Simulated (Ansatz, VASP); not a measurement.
**One calculation of SiC2, two programs**

```
Si C
1.0
     2.71346    0.00000    0.00000
    -1.35673    2.34993    0.00000
     0.00000    0.00000   12.80473
Si C
2 4
Direct
  0.66667 0.33333 0.33333
  0.66667 0.33333 0.66667
  0.33333 0.66667 0.83333
  0.33333 0.66667 0.16667
  0.33333 0.66667 0.50000
  0.66667 0.33333 0.00000
```

Alike in both runs: task single point; functional PBE; k mesh 6 × 6 × 2; occupations gaussian, width 0.1 eV; collinear spin.

```csv
,VASP,Ansatz
version,VASP 6.6.1,Ansatz 0.2.0
potentials or method,"VASP PAW PBE potentials, release 64 (Si, C), cutoff 520 eV","scalar-relativistic, plane waves, PAW"
valence electrons in the cell,24,24
```

```csv
,VASP,Ansatz,Ansatz less VASP
gap on the k mesh at the Fermi level (eV),none,none,-
pressure (GPa),-23.0,-23.0,-0.01
"traceless stress, the component that is largest in VASP (GPa)",-8.84,-8.86,-0.020
rms of the force components (eV/Å),0.055,0.055,-0.0001
net moment per atom (μB),0.05,0.05,+0.001
size of the moment on the site where the two differ most (μB),0.04,0.06,+0.024
```

Site moments also hang on the region over which each program counts them. Atom by atom the forces differ by 0.000 eV/Å (rms over components). A gap of «none» marks a metal or a gap that the smearing closes. With one functional, cell and mesh, what is left measures potentials, basis and numerics. Ansatz's warnings: seeded moment not kept.

The k mesh is coarse, so the values compare programs but aren't converged.
